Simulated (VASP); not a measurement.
Wanted: the native input for a VASP 6.6.1 run.

```
Task                   : single point
Functional             : RPBE
Potentials or basis    : VASP PAW PBE potentials, release 64 (Mg, O)
Cutoff                 : 520 eV
k mesh                 : 6 × 6 × 6
Occupations            : fermi-dirac, width 0.05 eV
Spin                   : no spin polarisation
Dipole correction      : no
Further INCAR settings : ALGO = Normal; EDIFF = 1e-07; NBANDS = 11
```

The structure of MgO lies in POSCAR:

```
MgO
1.0
    0.0000000000      2.0970013927      2.0970013927
    2.0970013927      0.0000000000      2.0970013927
    2.0970013927      2.0970013927      0.0000000000
Mg O
1 1
Direct
    0.0000000000      0.0000000000      0.0000000000
    0.5000000000      0.5000000000      0.5000000000
```

The input as run:

INCAR

```
PREC = Accurate
ENCUT = 520
EDIFF = 1E-7
ISMEAR = -1
SIGMA = 0.05
LREAL = F
LASPH = T
NELM = 60
ALGO = Normal
ISIF = 2
LWAVE = F
LCHARG = F
GGA = RP
NBANDS = 11
```

KPOINTS

```
Automatic mesh
0
Gamma
  6 6 6
```

Potentials or basis: VASP PAW PBE potentials, release 64 (Mg, O).

Command:

```bash
$ cat potpaw_PBE.64/Mg/POTCAR potpaw_PBE.64/O/POTCAR > POTCAR
$ mpirun -np 1 vasp_std > vasp.out
```

It gave:

The pressure is 11.0 GPa and the band gap on the k mesh is 4.95 eV, direct.

Caveat: the k points lie up to 0.43 Å⁻¹ apart; the PAW data sets were made with another functional, which shifts forces and pressure a little.

It took 2.7 s on 1 thread of Intel Xeon 6975P-C, with other jobs on the host, peak memory 0.14 GiB.
